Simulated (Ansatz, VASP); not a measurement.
Zr in VASP and in Ansatz

File INCAR:

```
  PREC = Accurate
  ENCUT = 600
  EDIFF = 1E-7
  ISMEAR = -1
  SIGMA = 0.05
  LREAL = F
  LASPH = T
  NELM = 150
  ALGO = Normal
  ISIF = 3
  LWAVE = F
  LCHARG = F
  ISPIN = 2
  MAGMOM = 1
  LORBIT = 11
  LMAXMIX = 4
  GGA = PE
  IBRION = 2
  NSW = 80
  EDIFFG = -0.01
```

KPOINTS

```
regular mesh
0
Gamma
  12 12 12
```

Contents of POSCAR:

```
Zr
1.0
    0.0000000000      2.2663258114      2.2663258114
    2.2663258114      0.0000000000      2.2663258114
    2.2663258114      2.2663258114      0.0000000000
Zr
1
Direct
    0.0000000000      0.0000000000      0.0000000000
```

Input for Ansatz:

```yaml
crystal:
  lattice:
    - [0.0, 2.2663258114, 2.2663258114]
    - [2.2663258114, 0.0, 2.2663258114]
    - [2.2663258114, 2.2663258114, 0.0]
  atoms:
    - { symbol: Zr, position: [0.0, 0.0, 0.0], spin: 1.0 }
hamiltonian:
  xc: pbe
  pseudopotentials:
    kind: paw
    azcp:
      Zr: "pseudopotentials/Zr.paw.azcp"
basis:
  ecutwfc: 420
  fft_grid_basis: typed
kpoints:
  mp_grid: { grid: [12, 12, 12], shift: [0, 0, 0] }
magnetization:
  spin_polarized: true
scf:
  occupations: { method: fermi_dirac, width: 0.05 }
relax:
  max_steps: 60
  f_tol: 0.01
  cell: {}
```

Alike in both runs: task relaxation of cell and atoms; functional PBE; k mesh 12 × 12 × 12; occupations fermi-dirac, width 0.05 eV; collinear spin.

|  | VASP | Ansatz |
| --- | --- | --- |
| version | VASP 6.6.1 | Ansatz 0.2.0 |
| potentials or method | VASP PAW PBE potentials, release 64 (Zr_sv), cutoff 600 eV | plane waves (420 eV) with PAW, scalar-relativistic |
| valence electrons in the cell | 12 | 12 |

|  | VASP | Ansatz | Ansatz less VASP |
| --- | --- | --- | --- |
| net moment per atom (μB) | 0.00 | 0.00 | 0.000 |
| relaxed volume (Å³/atom) | 23.12 | 23.11 | -0.007 |
| relaxed cell length with the largest relative difference (Å) | 3.198 | 3.197 | -0.0003 |

Ansatz's warnings: seeded moment not kept.
